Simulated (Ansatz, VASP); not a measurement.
**One calculation of CaInAgC6N6, two programs**

INCAR

```
PREC = Accurate
ENCUT = 520
EDIFF = 1E-6
ISMEAR = 0
SIGMA = 0.1
LREAL = Auto
LASPH = T
NELM = 60
ALGO = Normal
ISIF = 2
LWAVE = F
LCHARG = F
GGA = PE
NBANDS = 57
```

Contents of KPOINTS:

```
regular mesh
0
Gamma
  4 4 4
```

Contents of POSCAR:

```
CaInAgC6N6
1.0
    0.0000000000      5.2895000000      5.2895000000
    5.2895000000      0.0000000000      5.2895000000
    5.2895000000      5.2895000000      0.0000000000
Ca In Ag C N
1 1 1 6 6
Direct
    0.7500000000      0.7500000000      0.7500000000
    0.5000000000      0.5000000000      0.5000000000
    0.0000000000      0.0000000000      0.0000000000
    0.8088666200      0.1911333800      0.1911333800
    0.1911333800      0.1911333800      0.8088666200
    0.8088666200      0.1911333800      0.8088666200
    0.1911333800      0.8088666200      0.8088666200
    0.8088666200      0.8088666200      0.1911333800
    0.1911333800      0.8088666200      0.1911333800
    0.6982701600      0.3017298400      0.3017298400
    0.3017298400      0.3017298400      0.6982701600
    0.6982701600      0.3017298400      0.6982701600
    0.3017298400      0.6982701600      0.6982701600
    0.6982701600      0.6982701600      0.3017298400
    0.3017298400      0.6982701600      0.3017298400
```

Input for Ansatz:

```yaml
crystal:
  lattice:
    - [0.0, 5.2895, 5.2895]
    - [5.2895, 0.0, 5.2895]
    - [5.2895, 5.2895, 0.0]
  atoms:
    - { symbol: Ca, position: [0.75, 0.75, 0.75] }
    - { symbol: In, position: [0.5, 0.5, 0.5] }
    - { symbol: Ag, position: [0.0, 0.0, 0.0] }
    - { symbol: C, position: [0.80886662, 0.19113338, 0.19113338] }
    - { symbol: C, position: [0.19113338, 0.19113338, 0.80886662] }
    - { symbol: C, position: [0.80886662, 0.19113338, 0.80886662] }
    - { symbol: C, position: [0.19113338, 0.80886662, 0.80886662] }
    - { symbol: C, position: [0.80886662, 0.80886662, 0.19113338] }
    - { symbol: C, position: [0.19113338, 0.80886662, 0.19113338] }
    - { symbol: "N", position: [0.69827016, 0.30172984, 0.30172984] }
    - { symbol: "N", position: [0.30172984, 0.30172984, 0.69827016] }
    - { symbol: "N", position: [0.69827016, 0.30172984, 0.69827016] }
    - { symbol: "N", position: [0.30172984, 0.69827016, 0.69827016] }
    - { symbol: "N", position: [0.69827016, 0.69827016, 0.30172984] }
    - { symbol: "N", position: [0.30172984, 0.69827016, 0.30172984] }
basis:
  ecutwfc: 420
kpoints:
  mp_grid: { grid: [4, 4, 4] }
hamiltonian:
  xc: pbe
scf:
  occupations: { method: gaussian, width: 0.1 }
  lower_state_search: "off"
output:
  forces: true
  stress: true
  eigenvalues: true
```

Alike in both runs: task single point; functional PBE; k mesh 4 × 4 × 4; occupations gaussian, width 0.1 eV; no spin polarisation.

|  | VASP | Ansatz |
| --- | --- | --- |
| version | VASP 6.6.1 | Ansatz 0.2.0 |
| potentials or method | VASP PAW PBE potentials, release 64 (Ca_sv, In_d, Ag, C, N), cutoff 520 eV | scalar-relativistic, plane waves, PAW |
| valence electrons in the cell | 88 | 96 |

Ansatz gave:

* gap on the k mesh at the Fermi level (eV): none
* pressure (GPa): 13.7
* rms of the force components (eV/Å): 1.391

Problem. Estimate VASP's values.

Solution. gap on the k mesh at the Fermi level (eV): none; pressure (GPa): 14.0; rms of the force components (eV/Å): 1.211.

Atom by atom the forces differ by 0.200 eV/Å (rms over components). A gap of «none» marks a metal or a gap that the smearing closes. VASP's potentials hold 88 valence electrons a cell and Ansatz's 96, so a difference there can come from the potentials and not from the codes.

Noted on VASP's run: the standard files for N, O and F lose accuracy on very short bonds.
